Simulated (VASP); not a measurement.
Cu, 2 atoms in the cell. It takes space group P6_3/mmc (No. 194, hexagonal). Conventional cell: a = 2.543 Å, b = 2.543 Å, c = 4.126 Å, α = 90.00°, β = 90.00°, γ = 120.00°. Within 3.3 Å of Cu (site symmetry -6m2) lie 12 Cu at 2.53 to 2.54 Å. 

| Item | Value |
| --- | --- |
| Program | VASP 6.6.1 |
| Task | single point |
| Functional | LDA |
| Potentials or basis | VASP PAW LDA potentials, release 64 (Cu) |
| Cutoff | 520 eV |
| k mesh | 13 × 13 × 7 |
| Occupations | fermi-dirac, width 0.1 eV |
| Spin | no spin polarisation |
| Dipole correction | no |
| Further INCAR settings | ALGO = Normal; EDIFF = 1e-07; NBANDS = 18 |

Potentials or basis: VASP PAW LDA potentials, release 64 (Cu).

Command:

```console
$ cat potpaw_LDA.64/Cu/POTCAR > POTCAR
$ mpirun -np 1 vasp_std > vasp.out
```

Hardware: 1 thread of Intel(R) Xeon(R) Platinum 8488C (Sapphire Rapids) (shared host).

Question: Estimate the wall time of this run.

Answer: It took 20 s on 1 thread of Intel(R) Xeon(R) Platinum 8488C (Sapphire Rapids) (shared host), peak memory 0.14 GiB. Counts: scf iterations 12, k points 84.
